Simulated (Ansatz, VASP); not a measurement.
## Two plane-wave programs on AlN

```
CELL_PARAMETERS angstrom
0.00000 2.76458 4.31591
1.38314 0.00000 4.31591
1.38314 2.76458 0.00000
ATOMIC_POSITIONS crystal
Al 0.93677 0.93677 0.56323
Al 0.68677 0.68677 0.31323
N 0.31323 0.31323 0.68677
N 0.56323 0.56323 0.93677
```

Alike in both runs: task relaxation of cell and atoms; functional PBE; k mesh 8 × 8 × 8; occupations gaussian, width 0.1 eV; no spin polarisation.

|  | VASP | Ansatz |
| --- | --- | --- |
| version | VASP 6.6.1 | Ansatz 0.2.0 |
| potentials or method | VASP PAW PBE potentials, release 64 (Al, N), cutoff 600 eV | scalar-relativistic, plane waves, PAW |
| valence electrons in the cell | 16 | 16 |

|  | VASP | Ansatz | Ansatz less VASP |
| --- | --- | --- | --- |
| gap on the k mesh at the Fermi level, each at its own relaxed structure (eV) | 3.20 | 3.16 | -0.033 |
| relaxed volume (Å³/atom) | 9.76 | 9.79 | +0.024 |
| relaxed cell length with the largest relative difference (Å) | 5.044 | 5.052 | +0.0076 |

Noted on VASP's run: the volume moved by over 15 % at a fixed basis, so the end points are rough.
